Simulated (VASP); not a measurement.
A run of VASP 6.6.1 is set up as follows.

INCAR

```
SYSTEM = NiPt5
PREC = Accurate
ENCUT = 520
EDIFF = 1E-7
ISMEAR = 0
SIGMA = 0.1
LREAL = .FALSE.
LASPH = .TRUE.
NELM = 150
ALGO = Normal
ISIF = 2
LWAVE = .FALSE.
LCHARG = .FALSE.
ISPIN = 2
MAGMOM = 0.81 0 0 0 0.28 0.28
LORBIT = 11
LMAXMIX = 4
GGA = PE
NBANDS = 43
KPAR = 4
```

Contents of KPOINTS:

```
regular mesh
0
G
  14 14 4
  0 0 0
```

File POSCAR:

```
NiPt5
1.0
    2.7768086375      0.0000000000      0.0000000000
    0.0000000000      2.7768086375      0.0000000000
    0.0000000000      0.0000000000     11.5895702701
Ni Pt
1 5
Direct
    0.0000000000      0.0000000000      0.5000000000
    0.0000000000      0.0000000000      0.8256222743
    0.5000000000      0.5000000000      0.0000000000
    0.0000000000      0.0000000000      0.1743777257
    0.5000000000      0.5000000000      0.3503363603
    0.5000000000      0.5000000000      0.6496636397
```

Potentials or basis: VASP PAW PBE potentials, release 64 (Ni, Pt).

Launch:

```console
$ cat potpaw_PBE.64/Ni/POTCAR potpaw_PBE.64/Pt/POTCAR > POTCAR
$ mpirun -np 4 vasp_std > vasp.out
```

(1) What does it give for the pressure?

(2) Predict the largest force.

(3) Predict the site moments.

## Answers

(1) -0.5 GPa.

(2) 0.022 eV/Å.

(3) Ni +0.74; Pt +0.09, +0.06, +0.24 (each value once) μB.
